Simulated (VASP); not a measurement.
# Sn: single point with r2SCAN

Crystal: Sn.

```
Sn
1.0
     0.00000    3.22937    3.24560
     3.26183    0.00000    3.24560
     3.26183    3.22937    0.00000
Sn
2
Cartesian
  3.2618 3.2294 3.2456
  4.8927 4.8441 4.8684
```

This cell differs from its parent crystal: strain +0.0050 x Voigt [1, -1, 0, 0, 0, 0].

* Program: VASP 6.6.1
* Task: single point
* Functional: r2SCAN
* Potentials or basis: VASP PAW PBE potentials, release 64 (Sn_d)
* Cutoff: 520 eV
* k mesh: 12 × 12 × 12
* Occupations: gaussian, width 0.1 eV
* Spin: no spin polarisation
* Dipole correction: no
* Further INCAR settings: ALGO = Normal; EDIFF = 1e-06; NBANDS = 21

| Quantity | Value |
| --- | --- |
| Pressure | 1.6 GPa |

Stress tensor (GPa, compression positive):
```
1.39 0.00 0.00
0.00 1.75 0.00
0.00 0.00 1.57
```

Levels at points of the mesh, in eV from the Fermi level:
```
           k point  band 11  band 12  band 13  band 14  band 15  band 16  band 17  band 18
(0.00, 0.00, 0.00)   -11.16    -0.39    -0.06    -0.02     0.01     2.17     2.19     2.22
(0.50, 0.00, 0.00)    -9.44    -6.62    -1.33    -1.26     0.11     3.32     3.36     5.92
(0.50, 0.50, 0.00)    -7.88    -7.88    -2.70    -2.70     0.89     0.89     8.12     8.12
(0.50, 0.00, 0.50)    -7.87    -7.87    -2.73    -2.73     0.86     0.86     8.13     8.13
(0.00, 0.50, 0.50)    -7.90    -7.90    -2.68    -2.68     0.93     0.93     8.12     8.12
```

Run time: 16 min on 1 thread of Intel(R) Xeon(R) Platinum 8488C (Sapphire Rapids) (shared host), peak memory 0.44 GiB.

Caveat: the cell differs from its parent crystal (strain +0.0050 x Voigt [1, -1, 0, 0, 0, 0]); the PAW data sets were made with another functional, which shifts forces and pressure a little; spin-orbit coupling is left out, which moves the levels of the heavy elements.
